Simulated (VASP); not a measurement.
A run of VASP 6.6.1 is set up as follows.

Contents of INCAR:

```
PREC = Accurate
ENCUT = 600
EDIFF = 1E-6
ISMEAR = 0
SIGMA = 0.1
LREAL = False
LASPH = True
NELM = 120
ALGO = Normal
ISIF = 2
LWAVE = False
LCHARG = False
GGA = PS
NBANDS = 16
GGA_COMPAT = False
```

File KPOINTS:

```
Automatic mesh
0
Gamma
  9 9 9
```

Contents of POSCAR:

```
ZrN
1.0
    0.0000000000      2.2530480500      2.2530480500
    2.2530480500      0.0000000000      2.2530480500
    2.2530480500      2.2530480500      0.0000000000
Zr N
1 1
Direct
    0.5000000000      0.5000000000      0.5000000000
    0.0000000000      0.0000000000      0.0000000000
```

Potentials or basis: VASP PAW PBE potentials, release 64 (Zr_sv, N).

The run is started by

```bash
$ cat potpaw_PBE.64/Zr_sv/POTCAR potpaw_PBE.64/N/POTCAR > POTCAR
$ mpirun -np 1 vasp_std > vasp.out
```

Problem. Estimate the pressure.

Solution. 9.1 GPa.

Caveat: the PAW data sets were made with another functional, which shifts forces and pressure a little.
